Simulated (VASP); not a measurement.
Here is a VASP 6.6.1 calculation.

INCAR

```
SYSTEM = WS3
ALGO = Normal
DIPOL = 0.5 0.5 0.362
EDIFF = 1E-7
ENCUT = 520
GGA = PE
IDIPOL = 3
ISIF = 2
ISMEAR = 0
ISPIN = 2
IVDW = 12
LASPH = .True.
LCHARG = .False.
LDIPOL = .True.
LMAXMIX = 4
LORBIT = 11
LREAL = .False.
LWAVE = .False.
MAGMOM = 0 0 2 0
NBANDS = 28
NELM = 150
PREC = Accurate
SIGMA = 0.05
```

File KPOINTS:

```
k-points
0
Gamma
  9 9 1
  0 0 0
```

The input POSCAR:

```
WS3
1.0
    3.1595456682      0.0000000000      0.0000000000
   -1.5797728341      2.7362468131      0.0000000000
    0.0000000000      0.0000000000     18.6521287165
S W
3 1
Direct
    0.3333333333      0.6666666667      0.2144527341
    0.3333333333      0.6666666667      0.3834483895
    0.6666666667      1.3333333333      0.5499230162
    0.6666666667      0.3333333333      0.2989505578
```

Potentials or basis: VASP PAW PBE potentials, release 64 (S, W_sv).

Launch:

```sh
$ cat potpaw_PBE.64/S/POTCAR potpaw_PBE.64/W_sv/POTCAR > POTCAR
$ mpirun -np 1 vasp_std > vasp.out
```

Problem. Estimate the site moments.

Solution. S -0.00, +0.01, +0.40; W +0.02 μB.

Problem. What does it give for the largest force?

Solution. 0.077 eV/Å.

Forces on the atoms (eV/Å):
```
S    0.000  0.000  0.013
S    0.000  0.000 -0.077
S    0.000  0.000  0.003
W    0.000  0.000  0.061
```

Caveat: a moment this small can come from the mesh or the smearing.
